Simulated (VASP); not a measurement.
# Ge (C2/c) in VASP: a series of runs

Runs on Ge. Level: PBE. Tasks: single point.

Everything below comes from runs of VASP 6.6.1. Logs are shortened: lines on timing, memory, paths and dates and some standing lists are left out, and cuts for length are marked.

## 1. The cell of the first run

It takes space group C2/c (No. 15, monoclinic). The conventional cell has a = 2.741 Å, b = 7.023 Å, c = 3.785 Å, α = 90.00°, β = 111.06°, γ = 90.00°. Ge (site symmetry 2) has 10 Ge at 2.58 to 3.23 Å within 3.4 Å.

## 2. Single point, PBE (16.99 Å³/atom)

Input file INCAR:

```
SYSTEM = Ge
PREC = Accurate
ENCUT = 520
EDIFF = 1E-6
ISMEAR = -1
SIGMA = 0.1
LREAL = .False.
LASPH = .True.
NELM = 60
ALGO = Normal
ISIF = 2
LWAVE = .False.
LCHARG = .False.
GGA = PE
NBANDS = 21
```

Input file KPOINTS:

```
Automatic mesh
0
Gamma
  14 14 10
  0 0 0
```

Input file POSCAR:

```
Ge
1.0
   -2.4815692402      2.4843669035      1.3703233397
    2.4843669035     -2.4815692402      1.3703233397
    2.4958875215      2.4958875215     -1.3651994142
Ge
2
Direct
    0.9999201564      0.0000798436      0.0000000000
    0.7500798436      0.2499201564      0.5000000000
```

Potentials or basis: VASP PAW PBE potentials, release 64 (Ge_d).

Started as:

```
> cat potpaw_PBE.64/Ge_d/POTCAR > POTCAR
> mpirun -np 1 vasp_std > vasp.out
```

OUTCAR:

```text
SYSTEM = Ge
   PREC = Accurate
   ENCUT = 520
   EDIFF = 1E-6
   ISMEAR = -1
   LREAL = .False.
   LASPH = .True.
   NELM = 60
   ISIF = 2
   GGA = PE

 ion  position               nearest neighbor table
   1  1.000  0.000  0.000-   2 2.58   2 2.58   2 2.58   2 2.58
   2  0.750  0.250  0.500-   1 2.58   1 2.58   1 2.58   1 2.58

  LATTYP: Found a base centered monoclinic cell.
 ALAT       =     2.7406495353
 B/A-ratio  =     2.5624926332
 C/A-ratio  =     1.3808885177
 COS(beta)  =    -0.3593846112

  Lattice vectors:

 A1 = (  -2.4815692402,   2.4843669035,   1.3703233397)
 A2 = (   2.4843669035,  -2.4815692402,   1.3703233397)
 A3 = (   2.4958875215,   2.4958875215,  -1.3651994142)

Analysis of symmetry for initial positions (statically):
=====================================================================
 Subroutine PRICEL returns:
 Original cell was already a primitive cell.

 Routine SETGRP: Setting up the symmetry group for a
 base centered monoclinic supercell.

 Subroutine GETGRP returns: Found  4 space group operations
 (whereof  2 operations were pure point group operations)
 out of a pool of  4 trial point group operations.

The static configuration has the point symmetry C_2 .
 The point group associated with its full space group is C_2h.

Analysis of symmetry for dynamics (positions and initial velocities):
=====================================================================
 Subroutine PRICEL returns:
 Original cell was already a primitive cell.

 Routine SETGRP: Setting up the symmetry group for a
 base centered monoclinic supercell.

 Subroutine GETGRP returns: Found  4 space group operations
 (whereof  2 operations were pure point group operations)
 out of a pool of  4 trial point group operations.

The dynamic configuration has the point symmetry C_2 .
 The point group associated with its full space group is C_2h.

 Subroutine INISYM returns: Found  4 space group operations
 (whereof  2 operations are pure point group operations),
 and found     1 'primitive' translations

----------------------------------------------------------------------------------------

                                     Primitive cell

  volume of cell :      33.9877

  direct lattice vectors                    reciprocal lattice vectors
    -2.481569240  2.484366903  1.370323340    -0.000951405  0.200420496  0.364673768
     2.484366903 -2.481569240  1.370323340     0.200420496 -0.000951405  0.364673768
     2.495887521  2.495887521 -1.365199414     0.200217747  0.200217747 -0.000408766

  length of vectors
     3.769356823  3.769356823  3.784531474     0.416120461  0.416120461  0.283150948

  position of ions in fractional coordinates (direct lattice)
     0.999920156  0.000079844  1.000000000
     0.750079844  0.249920156  0.500000000

  ion indices of the primitive-cell ions
   primitive index   ion index
                 1           1
                 2           2

----------------------------------------------------------------------------------------

 KPOINTS: Automatic mesh

Automatic generation of k-mesh.
 Grid dimensions read from file:
 generate k-points for:   14   14   10

 Generating k-lattice:

  Cartesian coordinates                     Fractional coordinates (reciprocal lattice)
    -0.000067957  0.014315750  0.026048126     0.071428571  0.000000000  0.000000000
     0.014315750 -0.000067957  0.026048126     0.000000000  0.071428571  0.000000000
     0.020021775  0.020021775 -0.000040877    -0.000000000 -0.000000000  0.100000000

  Length of vectors
     0.029722890  0.029722890  0.028315095

  Shift w.r.t. Gamma in fractional coordinates (k-lattice)
     0.000000000  0.000000000  0.000000000

 Subroutine IBZKPT returns following result:
 ===========================================

 Found    534 irreducible k-points:

 Following reciprocal coordinates:
            Coordinates               Weight
  0.000000  0.000000  0.000000      1.000000
  0.071429  0.000000  0.000000      4.000000
  0.142857  0.000000  0.000000      4.000000
  0.214286  0.000000  0.000000      4.000000
  0.285714  0.000000  0.000000      4.000000
  0.357143  0.000000  0.000000      4.000000
[... 16 lines left out ...]
  0.214286  0.142857  0.000000      4.000000
  0.285714  0.142857  0.000000      4.000000
 [... further k-points ...]
   k-points           NKPTS =    534   k-points in BZ     NKDIM =    534   number of bands    NBANDS=     21
   number of dos      NEDOS =    301   number of ions     NIONS =      2
   total plane-waves  NPLWV =  21952
   dimension x,y,z NGX =    28 NGY =   28 NGZ =   28
   dimension x,y,z NGXF=    56 NGYF=   56 NGZF=   56
   ions per type =               2
   NGX,Y,Z   is equivalent  to a cutoff of  12.35, 12.35, 12.30 a.u.
   NGXF,Y,Z  is equivalent  to a cutoff of  24.70, 24.70, 24.60 a.u.
 SYSTEM =  Ge
   PREC   = accura    normal or accurate (medium, high low for compatibility)
   ISTART =      0    job   : 0-new  1-cont  2-samecut
   ICHARG =      2    charge: 1-file 2-atom 10-const
   ISPIN  =      1    spin polarized calculation?
   LNONCOLLINEAR =      F non collinear calculations
   LSORBIT =      F    spin-orbit coupling
   LASPH  =      T    aspherical Exc in radial PAW
   ENCUT  =  520.0 eV  38.22 Ry    6.18 a.u.   7.01  7.01  7.04*2*pi/ulx,y,z
   NELM   =     60;   NELMIN=  2; NELMDL= -5     # of ELM steps
   EDIFF  = 0.1E-05   stopping-criterion for ELM
   LREAL  =      F    real-space projection
   EDIFFG = 0.1E-04   stopping-criterion for IOM
   NSW    =      0    number of steps for IOM
   IBRION =     -1    ionic relax: 0-MD 1-quasi-New 2-CG
   NFREE  =      0    steps in history (QN), initial steepest desc. (CG)
   ISIF   =      2    stress and relaxation
   ISYM   =      2    0-nonsym 1-usesym 2-fastsym
   POTIM  = 0.5000    time-step for ionic-motion
   TEBEG  =    0.0;   TEEND  =   0.0 temperature during run
   PSTRESS=    0.0 pullay stress
   NELECT =      28.0000    total number of electrons
   NUPDOWN=      -1.0000    fix difference up-down
   EMIN   =  10.00;   EMAX   =-10.00  energy-range for DOS
   EFERMI =   0.00;   METHOD = LEGACY
   ISMEAR =    -1;   SIGMA  =   0.10  broadening in eV -4-tet -1-fermi 0-gaus
   EFERMI_NEDOS =   21; number of points for ismear=-14 and -15
   IALGO  =     38    algorithm
   IMIX   =      4    mixing-type and parameters
     AMIX     =   0.40;   BMIX     =  1.00
     AMIX_MAG =   1.60;   BMIX_MAG =  1.00
  volume/ion in A,a.u.               =      16.99       114.68
  Fermi-wavevector in a.u.,A,eV,Ry     =   1.534689  2.900141 32.045387  2.355269
  Thomas-Fermi vector in A             =   2.641582
   LORBIT       =      0    0 simple, 1 ext, 2 COOP (PROOUT), +10 PAW based schemes
   GGA     = PE    functional components
   LHFCALC =     F    Hartree Fock is set to
   AEXX    =    0.0000 exact exchange contribution
   IVDW    =     0    specifies the selected vdW correction
   LEPSILON=     F    determine dielectric tensor
   LRPA    =     F    only Hartree local field effects (RPA)
 non-spin polarized calculation
  energy-cutoff  :      520.00
  volume of cell :       33.99
 maximum number of plane-waves:       935
   NGX = 15   NGY = 15   NGZ = 15

 number of electron      27.9999988 magnetization

 Free energy of the ion-electron system (eV)
  ---------------------------------------------------
  ext. energy  EPLUGINS =         0.00000000
  ---------------------------------------------------
  free energy    TOTEN  =        -8.43409126 eV

  energy without entropy =       -8.41108613  energy(sigma->0) =       -8.42258870

 E-fermi :   7.7912     XC(G=0): -11.7632

 val. band max:        7.7898454454   @ k =  -0.3571   0.2143   0.3000
 cond. band min:       7.8059104963   @ k =   0.3571   0.0714   0.1000
 fundamental gap:      0.0160650509
 Fermi energy:         7.7912190778

 k-point     1 :       0.0000    0.0000    0.0000
  band No.  band energies     occupation
      1     -17.0667      2.00000
      2     -16.9956      2.00000
      3     -16.9746      2.00000
      4     -16.9576      2.00000
      5     -16.8327      2.00000
      6     -16.8325      2.00000
[... 13 lines left out ...]
     20      19.9854      0.00000
     21      20.8705      0.00000

 k-point     2 :       0.0714    0.0000    0.0000
  band No.  band energies     occupation
      1     -17.0642      2.00000
      2     -16.9878      2.00000
      3     -16.9711      2.00000
      4     -16.9478      2.00000
      5     -16.8397      2.00000
      6     -16.8386      2.00000
[... 13 lines left out ...]
     20      19.8719      0.00000
     21      20.5939      0.00000

 k-point     3 :       0.1429    0.0000    0.0000
  band No.  band energies     occupation
      1     -17.0565      2.00000
      2     -16.9671      2.00000
      3     -16.9612      2.00000
      4     -16.9235      2.00000
      5     -16.8551      2.00000
      6     -16.8462      2.00000
[... 13 lines left out ...]
     20      18.5638      0.00000
     21      19.1945      0.00000

 k-point     4 :       0.2143    0.0000    0.0000
  band No.  band energies     occupation
      1     -17.0447      2.00000
      2     -16.9473      2.00000
      3     -16.9428      2.00000
      4     -16.9018      2.00000
      5     -16.8734      2.00000
      6     -16.8426      2.00000
[... 13 lines left out ...]
     20      17.3433      0.00000
     21      19.0307      0.00000

 k-point     5 :       0.2857    0.0000    0.0000
  band No.  band energies     occupation
      1     -17.0319      2.00000
      2     -16.9351      2.00000
      3     -16.9278      2.00000
      4     -16.9026      2.00000
      5     -16.8877      2.00000
      6     -16.8487      2.00000
[... 13 lines left out ...]
     20      16.4704      0.00000
     21      19.6490      0.00000
[... 382 lines left out ...]
     20      20.4188      0.00000
     21      20.7497      0.00000

 k-point    22 :       0.1429    0.1429    0.0000
  band No.  band energies     occupation
      1     -17.0403      2.00000
      2     -16.9396      2.00000
      3     -16.9274      2.00000
      4     -16.8882      2.00000
      5     -16.8709      2.00000
      6     -16.8633      2.00000
[... 13 lines left out ...]
     20      17.1524      0.00000
     21      18.0140      0.00000

 k-point    23 :       0.2143    0.1429    0.0000
  band No.  band energies     occupation
      1     -17.0315      2.00000
      2     -16.9363      2.00000
      3     -16.9262      2.00000
      4     -16.8893      2.00000
      5     -16.8844      2.00000
      6     -16.8708      2.00000
[... 13 lines left out ...]
     20      16.8948      0.00000
     21      18.5391      0.00000

 k-point    24 :       0.2857    0.1429    0.0000
  band No.  band energies     occupation
      1     -17.0246      2.00000
      2     -16.9463      2.00000
      3     -16.9156      2.00000
      4     -16.9093      2.00000
      5     -16.8792      2.00000
      6     -16.8751      2.00000
[... 13 lines left out ...]
     20      17.5345      0.00000
     21      19.6050      0.00000

 [... further k-points ...]

------------------------ aborting loop because EDIFF is reached ----------------------------------------

  FORCE on cell =-STRESS in cart. coord.  units (eV):
  Direction    XX          YY          ZZ          XY          YZ          ZX
  --------------------------------------------------------------------------------------
  -------------------------------------------------------------------------------------
  Total        2.4204614      2.4204614      2.4520062     -0.1027925      0.0053545      0.0053546
  in kB      114.1003919    114.1003919    115.5874083     -4.8456294      0.2524118      0.2524146
  external PRESSURE =     114.5960640 kB  Pullay stress =       0.0000000 kB

 VOLUME and BASIS-vectors are now :
 -----------------------------------------------------------------------------
  energy-cutoff  :      520.00
  volume of cell :       33.99
      direct lattice vectors                 reciprocal lattice vectors
    -2.481569240  2.484366903  1.370323340    -0.000951405  0.200420496  0.364673768
     2.484366903 -2.481569240  1.370323340     0.200420496 -0.000951405  0.364673768
     2.495887521  2.495887521 -1.365199414     0.200217747  0.200217747 -0.000408766

 POSITION                                       TOTAL-FORCE (eV/Angst)
 -----------------------------------------------------------------------------------
     -2.48117      2.48397      1.37032        -0.004414      0.004414     -0.000000
      0.00746      2.49122      0.68772         0.004414     -0.004414      0.000000
 -----------------------------------------------------------------------------------
    total drift:                               -0.000000      0.000000     -0.000000

  FREE ENERGIE OF THE ION-ELECTRON SYSTEM (eV)
  ---------------------------------------------------
  free  energy   TOTEN  =        -8.4340912618 eV

  energy  without entropy=       -8.4110861319  energy(sigma->0) =       -8.42258870
```

It took 2.7 min on 1 thread of Oxide Virtual Turin-like, shared host; peak memory 0.35 GiB.

Results:

| Quantity | Value |
| --- | --- |
| Free energy | -8.4341 eV |
| Pressure | 11.5 GPa |
| Largest force | 0.006 eV/Å |
| Band gap on the k mesh | zero (bands 14 and 15 overlap by 5.81 eV) |

Forces in eV/Å, atoms in the order of the input:
```
Ge  -0.004  0.004  0.000
Ge   0.004 -0.004  0.000
```

Caveat: the cell stands under pressure.

## 3. Single point, PBE (17.77 Å³/atom)

This run uses another cell than the first one, of 17.77 Å³/atom.

Input file INCAR:

```
PREC = Accurate
ENCUT = 520
EDIFF = 1E-7
ISMEAR = -1
SIGMA = 0.1
LREAL = F
LASPH = T
NELM = 60
ALGO = Normal
ISIF = 2
LWAVE = F
LCHARG = T
GGA = PE
LELF = T
LVHAR = T
NBANDS = 21
```

Input file KPOINTS:

```
regular mesh
0
Gamma
  14 14 10
```

Input file POSCAR:

```
Ge
1.0
   -2.5186130484      2.5214524741      1.3907789426
    2.5214524741     -2.5186130484      1.3907789426
    2.5331450670      2.5331450670     -1.3855785294
Ge
2
Direct
    0.9999201564      0.0000798436      0.0000000000
    0.7500798436      0.2499201564      0.5000000000
```

Potentials or basis: VASP PAW PBE potentials, release 64 (Ge_d).

Started as:

```
> cat potpaw_PBE.64/Ge_d/POTCAR > POTCAR
> mpirun -np 1 vasp_std > vasp.out
```

Run time: 3.9 min. Hardware: 1 thread of Oxide Virtual Turin-like, shared host; peak memory 0.37 GiB.

The run converged. Its results:

```yaml
Free_energy: -8.5232 eV
Pressure: 6.9 GPa
Largest_force: 0.005 eV/Å
Band_gap_on_the_k_mesh: zero (bands 14 and 15 overlap by 5.52 eV)
```

Forces in eV/Å, atoms in the order of the input:
```
Ge  -0.004  0.004  0.000
Ge   0.004 -0.004  0.000
```

Stress tensor (GPa, compression positive):
```
 6.78 -0.44  0.01
-0.44  6.78  0.01
 0.01  0.01  7.08
```

Levels at points of the mesh, in eV from the Fermi level:
| k point | band 12 | band 13 | band 14 | band 15 | band 16 | band 17 |
| --- | --- | --- | --- | --- | --- | --- |
| (0.00, 0.00, 0.00) | -3.73 | -2.44 | -2.33 | 3.27 | 8.02 | 8.05 |
| (0.50, 0.00, 0.00) | -6.61 | -2.53 | -2.04 | -1.49 | 2.42 | 3.78 |
| (0.50, 0.50, 0.00) | -10.77 | 0.65 | 0.66 | 2.13 | 2.13 | 7.50 |
| (0.00, 0.00, 0.50) | -10.80 | 0.73 | 0.73 | 2.24 | 2.24 | 7.57 |
| (0.50, 0.00, 0.50) | -6.61 | -2.55 | -2.06 | -1.50 | 2.41 | 3.72 |
| (0.50, 0.50, 0.50) | -8.92 | -6.16 | -6.16 | 6.05 | 6.05 | 11.74 |

Caveat: the cell stands under pressure.
